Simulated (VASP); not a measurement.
# TiNb3B (Pm-3m) in VASP: a series of runs, part 2 of 3

VASP 6.6.1. Earlier steps stand in the parts before.

**4. Single point, PBE**

INCAR reads:

```
SYSTEM = TiNb3B
ALGO     = Normal         ! electronic algorithm
EDIFF    = 1E-6           ! SCF threshold, eV
ENCUT    = 520            ! plane-wave cutoff, eV
GGA      = PE             ! functional
ISIF     = 2              ! what is computed and relaxed
ISMEAR   = 0              ! smearing method
LASPH    = .TRUE.         ! aspherical terms in the spheres
LCHARG   = .FALSE.        ! write CHGCAR
LREAL    = .FALSE.        ! projectors in reciprocal space
LWAVE    = .FALSE.        ! write WAVECAR
NBANDS   = 35             ! bands
NELM     = 60             ! most SCF steps
PREC     = Accurate       ! precision mode
SIGMA    = 0.1            ! smearing width, eV
```

KPOINTS reads:

```
k-points
0
G
  8 8 8
  0 0 0
```

POSCAR reads:

```
TiNb3B
1.0
    4.3940337362      0.0000000000      0.0000000000
    0.0000000000      4.3940337362      0.0000000000
    0.0000000000      0.0000000000      4.3940337362
Ti Nb B
1 3 1
Direct
    0.0000000000      0.0000000000      0.0000000000
    0.0000000000      0.5000000000      0.5000000000
    0.5000000000      0.0000000000      0.5000000000
    0.5000000000      0.5000000000      0.0000000000
    0.5000000000      0.5000000000      0.5000000000
```

Potentials or basis: VASP PAW PBE potentials, release 64 (Ti_sv, Nb_sv, B).

The run is started by

```bash
$ cat potpaw_PBE.64/Ti_sv/POTCAR potpaw_PBE.64/Nb_sv/POTCAR potpaw_PBE.64/B/POTCAR > POTCAR
$ mpirun -np 1 vasp_std > vasp.out
```

OUTCAR:

```text
SYSTEM = TiNb3B
   EDIFF = 1E-6
   ENCUT = 520
   GGA = PE
   ISIF = 2
   ISMEAR = 0
   LASPH = .TRUE.
   LREAL = .FALSE.
   NELM = 60
   PREC = Accurate

 ion  position               nearest neighbor table
   1  0.000  0.000  0.000-
   2  0.000  0.500  0.500-   5 2.20   5 2.20
   3  0.500  0.000  0.500-   5 2.20   5 2.20
   4  0.500  0.500  0.000-   5 2.20   5 2.20
   5  0.500  0.500  0.500-   2 2.20   3 2.20   4 2.20   4 2.20   3 2.20   2 2.20

  LATTYP: Found a simple cubic cell.
 ALAT       =     4.3940337362

  Lattice vectors:

 A1 = (   4.3940337362,   0.0000000000,   0.0000000000)
 A2 = (   0.0000000000,   4.3940337362,   0.0000000000)
 A3 = (   0.0000000000,   0.0000000000,   4.3940337362)

Analysis of symmetry for initial positions (statically):
=====================================================================
 Subroutine PRICEL returns:
 Original cell was already a primitive cell.

 Routine SETGRP: Setting up the symmetry group for a
 simple cubic supercell.

 Subroutine GETGRP returns: Found 48 space group operations
 (whereof 48 operations were pure point group operations)
 out of a pool of 48 trial point group operations.

The static configuration has the point symmetry O_h .

Analysis of symmetry for dynamics (positions and initial velocities):
=====================================================================
 Subroutine PRICEL returns:
 Original cell was already a primitive cell.

 Routine SETGRP: Setting up the symmetry group for a
 simple cubic supercell.

 Subroutine GETGRP returns: Found 48 space group operations
 (whereof 48 operations were pure point group operations)
 out of a pool of 48 trial point group operations.

The dynamic configuration has the point symmetry O_h .

 Subroutine INISYM returns: Found 48 space group operations
 (whereof 48 operations are pure point group operations),
 and found     1 'primitive' translations

----------------------------------------------------------------------------------------

                                     Primitive cell

  volume of cell :      84.8379

  direct lattice vectors                    reciprocal lattice vectors
     4.394033736  0.000000000  0.000000000     0.227581320  0.000000000  0.000000000
     0.000000000  4.394033736  0.000000000     0.000000000  0.227581320  0.000000000
     0.000000000  0.000000000  4.394033736     0.000000000  0.000000000  0.227581320

  length of vectors
     4.394033736  4.394033736  4.394033736     0.227581320  0.227581320  0.227581320

  position of ions in fractional coordinates (direct lattice)
     0.000000000  0.000000000  0.000000000
     0.000000000  0.500000000  0.500000000
     0.500000000  0.000000000  0.500000000
     0.500000000  0.500000000  0.000000000
     0.500000000  0.500000000  0.500000000

  ion indices of the primitive-cell ions
[... 21 lines left out ...]

  Length of vectors
     0.028447665  0.028447665  0.028447665

  Shift w.r.t. Gamma in fractional coordinates (k-lattice)
     0.000000000  0.000000000  0.000000000

 Subroutine IBZKPT returns following result:
 ===========================================

 Found     35 irreducible k-points:

 Following reciprocal coordinates:
            Coordinates               Weight
  0.000000  0.000000  0.000000      1.000000
  0.125000  0.000000  0.000000      6.000000
  0.250000  0.000000  0.000000      6.000000
  0.375000  0.000000  0.000000      6.000000
  0.500000  0.000000  0.000000      3.000000
  0.125000  0.125000  0.000000     12.000000
[... 16 lines left out ...]
  0.375000  0.375000  0.125000     24.000000
  0.500000  0.375000  0.125000     24.000000
 [... further k-points ...]
   k-points           NKPTS =     35   k-points in BZ     NKDIM =     35   number of bands    NBANDS=     35
   number of dos      NEDOS =    301   number of ions     NIONS =      5
   total plane-waves  NPLWV =  46656
   dimension x,y,z NGX =    36 NGY =   36 NGZ =   36
   dimension x,y,z NGXF=    72 NGYF=   72 NGZF=   72
   ions per type =               1   3   1
   NGX,Y,Z   is equivalent  to a cutoff of  13.62, 13.62, 13.62 a.u.
   NGXF,Y,Z  is equivalent  to a cutoff of  27.24, 27.24, 27.24 a.u.
 SYSTEM =  TiNb3B
   PREC   = accura    normal or accurate (medium, high low for compatibility)
   ISTART =      0    job   : 0-new  1-cont  2-samecut
   ICHARG =      2    charge: 1-file 2-atom 10-const
   ISPIN  =      1    spin polarized calculation?
   LNONCOLLINEAR =      F non collinear calculations
   LSORBIT =      F    spin-orbit coupling
   LASPH  =      T    aspherical Exc in radial PAW
   ENCUT  =  520.0 eV  38.22 Ry    6.18 a.u.   8.17  8.17  8.17*2*pi/ulx,y,z
   NELM   =     60;   NELMIN=  2; NELMDL= -5     # of ELM steps
   EDIFF  = 0.1E-05   stopping-criterion for ELM
   LREAL  =      F    real-space projection
   EDIFFG = 0.1E-04   stopping-criterion for IOM
   NSW    =      0    number of steps for IOM
   IBRION =     -1    ionic relax: 0-MD 1-quasi-New 2-CG
   NFREE  =      0    steps in history (QN), initial steepest desc. (CG)
   ISIF   =      2    stress and relaxation
   ISYM   =      2    0-nonsym 1-usesym 2-fastsym
   POTIM  = 0.5000    time-step for ionic-motion
   TEBEG  =    0.0;   TEEND  =   0.0 temperature during run
   PSTRESS=    0.0 pullay stress
   NELECT =      54.0000    total number of electrons
   NUPDOWN=      -1.0000    fix difference up-down
   EMIN   =  10.00;   EMAX   =-10.00  energy-range for DOS
   EFERMI =   0.00;   METHOD = LEGACY
   ISMEAR =     0;   SIGMA  =   0.10  broadening in eV -4-tet -1-fermi 0-gaus
   EFERMI_NEDOS =   21; number of points for ismear=-14 and -15
   IALGO  =     38    algorithm
   IMIX   =      4    mixing-type and parameters
     AMIX     =   0.40;   BMIX     =  1.00
     AMIX_MAG =   1.60;   BMIX_MAG =  1.00
  volume/ion in A,a.u.               =      16.97       114.50
  Fermi-wavevector in a.u.,A,eV,Ry     =   1.408238  2.661184 26.982176  1.983134
  Thomas-Fermi vector in A             =   2.530416
   LORBIT       =      0    0 simple, 1 ext, 2 COOP (PROOUT), +10 PAW based schemes
   GGA     = PE    functional components
   LHFCALC =     F    Hartree Fock is set to
   AEXX    =    0.0000 exact exchange contribution
   IVDW    =     0    specifies the selected vdW correction
   LEPSILON=     F    determine dielectric tensor
   LRPA    =     F    only Hartree local field effects (RPA)
 non-spin polarized calculation
 Gauss-broadening in eV      SIGMA  =   0.10
  energy-cutoff  :      520.00
  volume of cell :       84.84
 maximum number of plane-waves:      2302
 NGX is ok and might be reduce to    36
   NGX = 17   NGY = 17   NGZ = 17

 number of electron      54.0000001 magnetization

 Free energy of the ion-electron system (eV)
  ---------------------------------------------------
  ext. energy  EPLUGINS =         0.00000000
  ---------------------------------------------------
  free energy    TOTEN  =       -44.92460317 eV

  energy without entropy =      -44.89463316  energy(sigma->0) =      -44.90961816

 E-fermi :   9.1443     XC(G=0): -11.8048

 val. band max:        9.1416874855   @ k =   0.2500   0.1250   0.0000
 cond. band min:       9.1508574818   @ k =   0.5000   0.5000   0.1250
 fundamental gap:      0.0091699963
 Fermi energy:         9.1443480503

 k-point     1 :       0.0000    0.0000    0.0000
  band No.  band energies     occupation
      1     -47.8154      2.00000
      2     -45.5397      2.00000
      3     -45.4178      2.00000
      4     -45.4178      2.00000
      5     -24.0428      2.00000
      6     -24.0428      2.00000
[... 901 lines left out ...]
     34      11.2616      0.00000
     35      12.0237      0.00000

 [... further k-points ...]

------------------------ aborting loop because EDIFF is reached ----------------------------------------

  FORCE on cell =-STRESS in cart. coord.  units (eV):
  Direction    XX          YY          ZZ          XY          YZ          ZX
  --------------------------------------------------------------------------------------
  -------------------------------------------------------------------------------------
  Total       -0.1224804     -0.1224804     -0.1224804     -0.0000000      0.0000000     -0.0000000
  in kB       -2.3130609     -2.3130609     -2.3130609     -0.0000000      0.0000000     -0.0000000
  external PRESSURE =      -2.3130609 kB  Pullay stress =       0.0000000 kB

 VOLUME and BASIS-vectors are now :
 -----------------------------------------------------------------------------
  energy-cutoff  :      520.00
  volume of cell :       84.84
      direct lattice vectors                 reciprocal lattice vectors
     4.394033736  0.000000000  0.000000000     0.227581320  0.000000000  0.000000000
     0.000000000  4.394033736  0.000000000     0.000000000  0.227581320  0.000000000
     0.000000000  0.000000000  4.394033736     0.000000000  0.000000000  0.227581320

 POSITION                                       TOTAL-FORCE (eV/Angst)
 -----------------------------------------------------------------------------------
      0.00000      0.00000      0.00000         0.000000      0.000000      0.000000
      0.00000      2.19702      2.19702         0.000000      0.000000      0.000000
      2.19702      0.00000      2.19702         0.000000      0.000000      0.000000
      2.19702      2.19702      0.00000         0.000000      0.000000      0.000000
      2.19702      2.19702      2.19702         0.000000      0.000000      0.000000
 -----------------------------------------------------------------------------------
    total drift:                                0.000000      0.000000      0.000000

  FREE ENERGIE OF THE ION-ELECTRON SYSTEM (eV)
  ---------------------------------------------------
  free  energy   TOTEN  =       -44.9246031709 eV

  energy  without entropy=      -44.8946331587  energy(sigma->0) =      -44.90961816
```

Wall time 74 s (1 thread of AMD EPYC 9R45 (Zen 5), shared host); peak memory 0.23 GiB.

What came out:

```
Free energy            : -44.9246 eV
Pressure               : -0.2 GPa
Band gap on the k mesh : zero (band 27 reaches 9.62 eV, above the bottom of band 28 at 8.71 eV)
```

Levels at points of the mesh, in eV from the Fermi level:
```csv
k point,band 23,band 24,band 25,band 26,band 27,band 28,band 29,band 30,band 31,band 32
"(0.00, 0.00, 0.00)",-2.53,0.35,0.35,0.35,0.35,0.35,0.35,2.05,2.05,3.18
"(0.50, 0.00, 0.00)",-1.73,-1.57,-1.11,-1.11,-0.86,0.68,1.25,1.25,1.34,1.72
"(0.50, 0.50, 0.00)",-1.38,-1.06,-0.79,-0.67,-0.67,-0.07,0.27,0.27,1.35,1.38
"(0.50, 0.50, 0.50)",-0.98,-0.98,0.13,0.13,0.13,0.52,0.52,0.74,0.74,0.74
```

**5. Single point, PBE, collinear spin, ferromagnetic start**

INCAR reads:

```
  PREC = Accurate
  ENCUT = 520
  EDIFF = 1E-6
  ISMEAR = 0
  SIGMA = 0.1
  LREAL = False
  LASPH = True
  NELM = 150
  ALGO = Fast
  ISIF = 2
  LWAVE = False
  LCHARG = False
  ISPIN = 2
  MAGMOM = 1 1 1 1 0
  LORBIT = 11
  LMAXMIX = 4
  GGA = PE
  NBANDS = 39
```

KPOINTS reads:

```
Automatic mesh
0
Gamma
  4 4 4
```

POSCAR is that of step 4.

The run is started by

```bash
$ cat potpaw_PBE.64/Ti_sv/POTCAR potpaw_PBE.64/Nb_sv/POTCAR potpaw_PBE.64/B/POTCAR > POTCAR
$ mpirun -np 1 vasp_std > vasp.out
```

Run time: 6.2 min. Hardware: 1 thread of AMD EPYC 9R45 (Zen 5), shared host; peak memory 0.24 GiB.

The run converged. Its results:

```yaml
Free_energy: -44.8505 eV
Pressure: 0.0 GPa
Net_moment: 0.35 μB per cell
Site_moments: Ti +0.15; Nb +0.03; B +0.00 μB
Valence_electrons_inside_the_program's_atomic_spheres: Ti 10.08; Nb 10.60; B 2.06
```

Levels at points of the mesh, in eV from the Fermi level:
Spin up:
```
           k point  band 23  band 24  band 25  band 26  band 27  band 28  band 29  band 30  band 31  band 32
(0.00, 0.00, 0.00)    -2.55     0.32     0.32     0.32     0.35     0.35     0.35     2.03     2.03     3.16
(0.50, 0.00, 0.00)    -1.74    -1.60    -1.13    -1.13    -0.90     0.66     1.19     1.19     1.31     1.71
(0.50, 0.50, 0.00)    -1.40    -1.08    -0.83    -0.70    -0.70    -0.10     0.25     0.25     1.33     1.35
(0.50, 0.50, 0.50)    -1.01    -1.01     0.11     0.11     0.11     0.49     0.49     0.71     0.71     0.71
```
Spin down:
```
           k point  band 25  band 26  band 27  band 28  band 29  band 30
(0.00, 0.00, 0.00)     0.37     0.37     0.40     0.40     0.40     2.08
(0.50, 0.00, 0.00)    -1.09    -1.09    -0.81     0.71     1.34     1.34
(0.50, 0.50, 0.00)    -0.73    -0.63    -0.63    -0.03     0.29     0.29
(0.50, 0.50, 0.50)     0.15     0.15     0.15     0.56     0.56     0.78
```

[end of part 2 of 3]
